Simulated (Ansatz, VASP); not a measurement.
**Au: VASP beside Ansatz**

The input POSCAR:

```
Au
1.0
   -1.6572690000      1.6572690000      1.6572690000
    1.6572690000     -1.6572690000      1.6572690000
    1.6572690000      1.6572690000     -1.6572690000
Au
1
Direct
    0.0000000000      0.0000000000      0.0000000000
```

INCAR.step1

```
SYSTEM = Au
PREC = Accurate
ENCUT = 520
EDIFF = 1E-5
ISMEAR = -1
SIGMA = 0.05
LREAL = .False.
LASPH = .True.
NELM = 60
ALGO = Normal
ISIF = 2
LWAVE = .True.
LCHARG = .False.
NBANDS = 12
GGA = PE
```

Contents of INCAR.step2:

```
SYSTEM = Au
PREC = Accurate
ENCUT = 520
EDIFF = 1E-6
ISMEAR = -1
SIGMA = 0.05
LREAL = .False.
LASPH = .True.
NELM = 60
ALGO = Normal
ISIF = 2
LWAVE = .False.
LCHARG = .False.
GGA = PS
LHFCALC = .True.
AEXX = 0.25
PRECFOCK = Normal
NBANDS = 12
ISTART = 1
```

File KPOINTS:

```
regular mesh
0
Gamma
  6 6 6
  0 0 0
```

input

```
crystal:
  lattice:
    - [-1.657269, 1.657269, 1.657269]
    - [1.657269, -1.657269, 1.657269]
    - [1.657269, 1.657269, -1.657269]
  atoms:
    - { symbol: Au, position: [0.0, 0.0, 0.0] }
hamiltonian:
  xc: { exchange: pbesol, correlation: pbesol, exx: { coeff: 0.25 } }
  pseudopotentials: { kind: paw }
kpoints:
  mp_grid: { grid: [6, 6, 6] }
scf:
  occupations: { method: fermi_dirac, width: 0.05 }
output:
  forces: true
  stress: true
  eigenvalues: true
  write_density: true
  write_potential: true
  elf: true
  volumetric_format: npy
```

Alike in both runs: task single point; functional PBEsol-based global hybrid with a share of 0.25 of exact exchange; k mesh 6 × 6 × 6; occupations fermi-dirac, width 0.05 eV; no spin polarisation.

```csv
,VASP,Ansatz
version,VASP 6.6.1,Ansatz 0.2.0
potentials or method,"VASP PAW PBE potentials, release 64 (Au)",Ansatz PAW
plane-wave cutoff (eV),520,420
valence electrons in the cell,11,19
```

|  | VASP | Ansatz | Ansatz less VASP |
| --- | --- | --- | --- |
| gap on the k mesh at the Fermi level (eV) | none | none | - |
| pressure (GPa) | -9.8 | -9.7 | +0.12 |

VASP's potentials were made for PBE, not for PBEsol-based global hybrid. A gap of «none» marks a metal or a gap that the smearing closes. VASP's potentials hold 11 valence electrons a cell and Ansatz's 19, so a difference there can come from the potentials and not from the codes.

The k mesh is coarse, so the values compare programs but aren't converged. Neither program's run includes spin-orbit coupling.
